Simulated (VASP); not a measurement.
Write the native input for VASP 6.6.1 that does the following.

| Property | Result |
| --- | --- |
| Task | single point |
| Functional | PBE |
| Potentials or basis | VASP PAW PBE potentials, release 64 (Fe) |
| Cutoff | 520 eV |
| k mesh | 8 × 8 × 8 |
| Occupations | tetrahedron |
| Spin | collinear spin, ferromagnetic start |
| Starting moments | [4.0] μB |
| Dipole correction | no |
| Further INCAR settings | ALGO = Fast; EDIFF = 1e-06; NBANDS = 14 |

The structure of Fe lies in POSCAR:

```
Fe
1.0
   -1.4315177495      1.4315177495      1.4315177495
    1.4315177495     -1.4315177495      1.4315177495
    1.4315177495      1.4315177495     -1.4315177495
Fe
1
Direct
    0.0000000000      0.0000000000      0.0000000000
```

These files were run (other wordings do the same):

INCAR

```
SYSTEM = Fe
ALGO = Fast
EDIFF = 1E-6
ENCUT = 520
GGA = PE
ISIF = 2
ISMEAR = -4
ISPIN = 2
LASPH = .True.
LCHARG = .True.
LELF = .True.
LMAXMIX = 4
LORBIT = 11
LREAL = .False.
LVHAR = .True.
LWAVE = .False.
MAGMOM = 4
NBANDS = 14
NELM = 150
PREC = Accurate
SIGMA = 0.1
```

KPOINTS

```
k-points
0
Gamma
  8 8 8
  0 0 0
```

Potentials or basis: VASP PAW PBE potentials, release 64 (Fe).

Command:

```bash
$ cat potpaw_PBE.64/Fe/POTCAR > POTCAR
$ mpirun -np 1 vasp_std > vasp.out
```

It gave:

```yaml
Pressure: -4.7 GPa
Net_moment: 2.24 μB per cell
Site_moments: Fe +2.25 μB
Valence_electrons_inside_the_program's_atomic_spheres: Fe 7.20
```

Caveat: the k points lie up to 0.39 Å⁻¹ apart.

Wall time 23 s on 1 thread of Intel Xeon 8259CL (shared host), peak memory 0.13 GiB.
